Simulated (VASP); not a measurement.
# Ca3SbP (P4mm) in VASP: single point with LDA

Aim: the single point of Ca3SbP with LDA.

All numbers are computed with VASP 6.6.1; they aren't measurements. Logs are shortened: lines on timing, memory, paths and dates and some standing lists are left out, and cuts for length are marked.

### 1 The cell of the first run

It takes space group P4mm (No. 99, tetragonal). The conventional cell has a = 5.295 Å, b = 5.295 Å, c = 5.295 Å, α = 90.00°, β = 90.00°, γ = 90.00°. Ca (site symmetry 4mm) has 2 P at 2.64 to 2.66 Å within 3.5 Å. Within 3.5 Å of Ca (site symmetry 2mm) lie 2 P at 2.65 Å. Within 4.8 Å of Sb (site symmetry 4mm) lie 12 Ca at 3.67 to 3.82 Å and 8 P at 4.56 to 4.62 Å. Within 3.5 Å of P (site symmetry 4mm) lie 6 Ca at 2.64 to 2.66 Å.

### 2 Single point, LDA (atoms displaced along a vibrational mode, the cell strained)

INCAR

```
SYSTEM = Ca3SbP
  PREC = Accurate
  ENCUT = 520
  EDIFF = 1E-7
  ISMEAR = 0
  SIGMA = 0.05
  LREAL = .FALSE.
  LASPH = .TRUE.
  NELM = 80
  ALGO = Normal
  ISIF = 2
  LWAVE = .FALSE.
  LCHARG = .FALSE.
  GGA = CA
  NBANDS = 28
```

KPOINTS

```
Automatic mesh
0
G
  6 6 6
  0 0 0
```

POSCAR

```
Ca3SbP
1.0
    5.2952063624      0.0000000000      0.0000000000
    0.0000000000      5.2952063624      0.0000000000
    0.0000000000      0.0000000000      5.2952063624
Ca Sb P
3 1 1
Direct
   -0.0028706930      0.5000000000      0.5000000000
    0.4885749495      0.0000000000      0.5000000000
    0.4885749495      0.5000000000      0.0000000000
    0.0087763672      0.0000000000      0.0000000000
    0.4987805006      0.5000000000      0.5000000000
```

Potentials or basis: VASP PAW LDA potentials, release 64 (Ca_sv, Sb, P).

On the command line:

```
$ cat potpaw_LDA.64/Ca_sv/POTCAR potpaw_LDA.64/Sb/POTCAR potpaw_LDA.64/P/POTCAR > POTCAR
$ mpirun -np 1 vasp_std > vasp.out
```

OUTCAR:

```text
SYSTEM = Ca3SbP
   PREC = Accurate
   ENCUT = 520
   EDIFF = 1E-7
   ISMEAR = 0
   LREAL = .FALSE.
   LASPH = .TRUE.
   NELM = 80
   ISIF = 2
   GGA = CA

 ion  position               nearest neighbor table
   1  0.997  0.500  0.500-   5 2.64   5 2.66
   2  0.489  0.000  0.500-   5 2.65   5 2.65
   3  0.489  0.500  0.000-   5 2.65   5 2.65
   4  0.009  0.000  0.000-
   5  0.499  0.500  0.500-   1 2.64   2 2.65   3 2.65   3 2.65   2 2.65   1 2.66

  LATTYP: Found a simple cubic cell.
 ALAT       =     5.2952063624

  Lattice vectors:

 A1 = (   5.2952063624,   0.0000000000,   0.0000000000)
 A2 = (   0.0000000000,   5.2952063624,   0.0000000000)
 A3 = (   0.0000000000,   0.0000000000,   5.2952063624)

Analysis of symmetry for initial positions (statically):
=====================================================================
 Subroutine PRICEL returns:
 Original cell was already a primitive cell.

 Routine SETGRP: Setting up the symmetry group for a
 simple cubic supercell.

 Subroutine GETGRP returns: Found  8 space group operations
 (whereof  8 operations were pure point group operations)
 out of a pool of 48 trial point group operations.

The static configuration has the point symmetry C_4v.

Analysis of symmetry for dynamics (positions and initial velocities):
=====================================================================
 Subroutine PRICEL returns:
 Original cell was already a primitive cell.

 Routine SETGRP: Setting up the symmetry group for a
 simple cubic supercell.

 Subroutine GETGRP returns: Found  8 space group operations
 (whereof  8 operations were pure point group operations)
 out of a pool of 48 trial point group operations.

The dynamic configuration has the point symmetry C_4v.

 Subroutine INISYM returns: Found  8 space group operations
 (whereof  8 operations are pure point group operations),
 and found     1 'primitive' translations

----------------------------------------------------------------------------------------

                                     Primitive cell

  volume of cell :     148.4734

  direct lattice vectors                    reciprocal lattice vectors
     5.295206362  0.000000000  0.000000000     0.188850053  0.000000000  0.000000000
     0.000000000  5.295206362  0.000000000     0.000000000  0.188850053  0.000000000
     0.000000000  0.000000000  5.295206362     0.000000000  0.000000000  0.188850053

  length of vectors
     5.295206362  5.295206362  5.295206362     0.188850053  0.188850053  0.188850053

  position of ions in fractional coordinates (direct lattice)
     0.997129307  0.500000000  0.500000000
     0.488574949  0.000000000  0.500000000
     0.488574949  0.500000000  0.000000000
     0.008776367  0.000000000  0.000000000
     0.498780501  0.500000000  0.500000000

  ion indices of the primitive-cell ions
   primitive index   ion index
                 1           1
                 2           2
                 3           3
                 4           4
                 5           5

----------------------------------------------------------------------------------------

 KPOINTS: Automatic mesh

Automatic generation of k-mesh.
 Grid dimensions read from file:
 generate k-points for:    6    6    6

 Generating k-lattice:

  Cartesian coordinates                     Fractional coordinates (reciprocal lattice)
     0.031475009  0.000000000  0.000000000     0.166666667  0.000000000  0.000000000
     0.000000000  0.031475009  0.000000000     0.000000000  0.166666667  0.000000000
     0.000000000  0.000000000  0.031475009     0.000000000  0.000000000  0.166666667

  Length of vectors
     0.031475009  0.031475009  0.031475009

  Shift w.r.t. Gamma in fractional coordinates (k-lattice)
     0.000000000  0.000000000  0.000000000

 Subroutine IBZKPT returns following result:
 ===========================================

 Found     40 irreducible k-points:

 Following reciprocal coordinates:
            Coordinates               Weight
  0.000000  0.000000  0.000000      1.000000
  0.166667  0.000000  0.000000      2.000000
  0.000000  0.166667  0.000000      4.000000
  0.333333  0.000000  0.000000      2.000000
  0.000000  0.333333  0.000000      4.000000
  0.500000  0.000000  0.000000      1.000000
[... 16 lines left out ...]
  0.166667  0.166667  0.166667      8.000000
  0.333333  0.166667  0.166667      8.000000
 [... further k-points ...]
   k-points           NKPTS =     40   k-points in BZ     NKDIM =     40   number of bands    NBANDS=     28
   number of dos      NEDOS =    301   number of ions     NIONS =      5
   total plane-waves  NPLWV =  64000
   dimension x,y,z NGX =    40 NGY =   40 NGZ =   40
   dimension x,y,z NGXF=    80 NGYF=   80 NGZF=   80
   ions per type =               3   1   1
   NGX,Y,Z   is equivalent  to a cutoff of  12.56, 12.56, 12.56 a.u.
   NGXF,Y,Z  is equivalent  to a cutoff of  25.12, 25.12, 25.12 a.u.
 SYSTEM =  Ca3SbP
   PREC   = accura    normal or accurate (medium, high low for compatibility)
   ISTART =      0    job   : 0-new  1-cont  2-samecut
   ICHARG =      2    charge: 1-file 2-atom 10-const
   ISPIN  =      1    spin polarized calculation?
   LNONCOLLINEAR =      F non collinear calculations
   LSORBIT =      F    spin-orbit coupling
   LASPH  =      T    aspherical Exc in radial PAW
   ENCUT  =  520.0 eV  38.22 Ry    6.18 a.u.   9.85  9.85  9.85*2*pi/ulx,y,z
   NELM   =     80;   NELMIN=  2; NELMDL= -5     # of ELM steps
   EDIFF  = 0.1E-06   stopping-criterion for ELM
   LREAL  =      F    real-space projection
   EDIFFG = 0.1E-05   stopping-criterion for IOM
   NSW    =      0    number of steps for IOM
   IBRION =     -1    ionic relax: 0-MD 1-quasi-New 2-CG
   NFREE  =      0    steps in history (QN), initial steepest desc. (CG)
   ISIF   =      2    stress and relaxation
   ISYM   =      2    0-nonsym 1-usesym 2-fastsym
   POTIM  = 0.5000    time-step for ionic-motion
   TEBEG  =    0.0;   TEEND  =   0.0 temperature during run
   PSTRESS=    0.0 pullay stress
   NELECT =      40.0000    total number of electrons
   NUPDOWN=      -1.0000    fix difference up-down
   EMIN   =  10.00;   EMAX   =-10.00  energy-range for DOS
   EFERMI =   0.00;   METHOD = LEGACY
   ISMEAR =     0;   SIGMA  =   0.05  broadening in eV -4-tet -1-fermi 0-gaus
   EFERMI_NEDOS =   21; number of points for ismear=-14 and -15
   IALGO  =     38    algorithm
   IMIX   =      4    mixing-type and parameters
     AMIX     =   0.40;   BMIX     =  1.00
     AMIX_MAG =   1.60;   BMIX_MAG =  1.00
  volume/ion in A,a.u.               =      29.69       200.39
  Fermi-wavevector in a.u.,A,eV,Ry     =   1.057333  1.998070 15.210686  1.117954
  Thomas-Fermi vector in A             =   2.192602
   LORBIT       =      0    0 simple, 1 ext, 2 COOP (PROOUT), +10 PAW based schemes
   GGA     = CA    functional components
   LHFCALC =     F    Hartree Fock is set to
   AEXX    =    0.0000 exact exchange contribution
   IVDW    =     0    specifies the selected vdW correction
   LEPSILON=     F    determine dielectric tensor
   LRPA    =     F    only Hartree local field effects (RPA)
 non-spin polarized calculation
 Gauss-broadening in eV      SIGMA  =   0.05
  energy-cutoff  :      520.00
  volume of cell :      148.47
 maximum number of plane-waves:      4032
 NGX is ok and might be reduce to    40
   NGX = 19   NGY = 19   NGZ = 19

 number of electron      39.9999987 magnetization

 Free energy of the ion-electron system (eV)
  ---------------------------------------------------
  ext. energy  EPLUGINS =         0.00000000
  ---------------------------------------------------
  free energy    TOTEN  =       -22.60972242 eV

  energy without entropy =      -22.60972242  energy(sigma->0) =      -22.60972242

 E-fermi :   3.8625     XC(G=0):  -9.0212

 val. band max:        3.5462571768   @ k =   0.0000   0.0000   0.0000
 cond. band min:       4.0879814049   @ k =   0.0000   0.0000   0.0000
 fundamental gap:      0.5417242281
 Fermi energy:         3.8624529495

 k-point     1 :       0.0000    0.0000    0.0000
  band No.  band energies     occupation
      1     -37.0156      2.00000
      2     -36.9870      2.00000
      3     -36.9818      2.00000
      4     -18.4399      2.00000
      5     -18.4393      2.00000
      6     -18.4393      2.00000
[... 20 lines left out ...]
     27       7.0755      0.00000
     28       7.0758      0.00000

 k-point     2 :       0.1667    0.0000    0.0000
  band No.  band energies     occupation
      1     -37.0137      2.00000
      2     -36.9888      2.00000
      3     -36.9818      2.00000
      4     -18.4323      2.00000
      5     -18.4323      2.00000
      6     -18.4308      2.00000
[... 20 lines left out ...]
     27       6.9062      0.00000
     28       7.0881      0.00000

 k-point     3 :       0.0000    0.1667    0.0000
  band No.  band energies     occupation
      1     -37.0140      2.00000
      2     -36.9874      2.00000
      3     -36.9830      2.00000
      4     -18.4331      2.00000
      5     -18.4329      2.00000
      6     -18.4304      2.00000
[... 20 lines left out ...]
     27       6.9127      0.00000
     28       7.0880      0.00000

 k-point     4 :       0.3333    0.0000    0.0000
  band No.  band energies     occupation
      1     -37.0085      2.00000
      2     -36.9939      2.00000
      3     -36.9817      2.00000
      4     -18.4148      2.00000
      5     -18.4148      2.00000
      6     -18.4046      2.00000
[... 20 lines left out ...]
     27       6.5969      0.00000
     28       7.1071      0.00000

 k-point     5 :       0.0000    0.3333    0.0000
  band No.  band energies     occupation
      1     -37.0100      2.00000
      2     -36.9894      2.00000
      3     -36.9848      2.00000
      4     -18.4178      2.00000
      5     -18.4167      2.00000
      6     -18.4051      2.00000
[... 20 lines left out ...]
     27       6.6081      0.00000
     28       7.1047      0.00000

 k-point     6 :       0.5000    0.0000    0.0000
  band No.  band energies     occupation
      1     -37.0028      2.00000
      2     -36.9996      2.00000
      3     -36.9817      2.00000
      4     -18.4021      2.00000
      5     -18.4021      2.00000
      6     -18.3761      2.00000
[... 463 lines left out ...]
      5     -18.4333      2.00000
      6     -18.3654      2.00000
[... 20 lines left out ...]
     27       6.9499      0.00000
     28       7.0130      0.00000

 k-point    22 :       0.0000    0.5000    0.5000
  band No.  band energies     occupation
      1     -37.0006      2.00000
      2     -36.9916      2.00000
      3     -36.9916      2.00000
      4     -18.4445      2.00000
      5     -18.4274      2.00000
      6     -18.3703      2.00000
[... 20 lines left out ...]
     27       6.9477      0.00000
     28       7.0059      0.00000

 k-point    23 :       0.1667    0.1667    0.1667
  band No.  band energies     occupation
      1     -37.0108      2.00000
      2     -36.9892      2.00000
      3     -36.9842      2.00000
      4     -18.4501      2.00000
      5     -18.4086      2.00000
      6     -18.4062      2.00000
[... 20 lines left out ...]
     27       7.0767      0.00000
     28       7.0772      0.00000

 k-point    24 :       0.3333    0.1667    0.1667
  band No.  band energies     occupation
      1     -37.0062      2.00000
      2     -36.9936      2.00000
      3     -36.9842      2.00000
      4     -18.4499      2.00000
      5     -18.3993      2.00000
      6     -18.3923      2.00000
[... 20 lines left out ...]
     27       6.8399      0.00000
     28       7.1292      0.00000

 [... further k-points ...]

------------------------ aborting loop because EDIFF is reached ----------------------------------------

  FORCE on cell =-STRESS in cart. coord.  units (eV):
  Direction    XX          YY          ZZ          XY          YZ          ZX
  --------------------------------------------------------------------------------------
  -------------------------------------------------------------------------------------
  Total       -0.7424048     -0.8242060     -0.8242060     -0.0000000     -0.0000000      0.0000000
  in kB       -8.0112938     -8.8940113     -8.8940113     -0.0000000     -0.0000000      0.0000000
  external PRESSURE =      -8.5997721 kB  Pullay stress =       0.0000000 kB

 VOLUME and BASIS-vectors are now :
 -----------------------------------------------------------------------------
  energy-cutoff  :      520.00
  volume of cell :      148.47
      direct lattice vectors                 reciprocal lattice vectors
     5.295206362  0.000000000  0.000000000     0.188850053  0.000000000  0.000000000
     0.000000000  5.295206362  0.000000000     0.000000000  0.188850053  0.000000000
     0.000000000  0.000000000  5.295206362     0.000000000  0.000000000  0.188850053

 POSITION                                       TOTAL-FORCE (eV/Angst)
 -----------------------------------------------------------------------------------
      5.28001      2.64760      2.64760        -0.001500      0.000000     -0.000000
      2.58711      0.00000      2.64760        -0.012322     -0.000000     -0.000000
      2.58711      2.64760      0.00000        -0.012322     -0.000000     -0.000000
      0.04647      0.00000      0.00000         0.031267     -0.000000     -0.000000
      2.64115      2.64760      2.64760        -0.005123     -0.000000      0.000000
 -----------------------------------------------------------------------------------
    total drift:                                0.000177      0.000000      0.000001

  FREE ENERGIE OF THE ION-ELECTRON SYSTEM (eV)
  ---------------------------------------------------
  free  energy   TOTEN  =       -22.6097224205 eV

  energy  without entropy=      -22.6097224205  energy(sigma->0) =      -22.60972242
```

Run time: 3.2 min. Hardware: 1 thread of Oxide Virtual Turin-like, shared host; peak memory 0.27 GiB.

What came out:

```yaml
Free_energy: -22.6097 eV
Pressure: -0.9 GPa
Largest_force: 0.031 eV/Å
Band_gap_on_the_k_mesh: 0.54 eV
```

Forces on the atoms (eV/Å):
```
Ca  -0.002  0.000  0.000
Ca  -0.012  0.000  0.000
Ca  -0.012  0.000  0.000
Sb   0.031  0.000  0.000
P   -0.005  0.000  0.000
```

Caveat: the cell differs from its parent crystal (atoms displaced along a vibrational mode, the cell strained); semilocal functionals underestimate gaps, and a narrow one can read as zero; spin-orbit coupling is left out, which moves the levels of the heavy elements. A k mesh can miss the band edges.
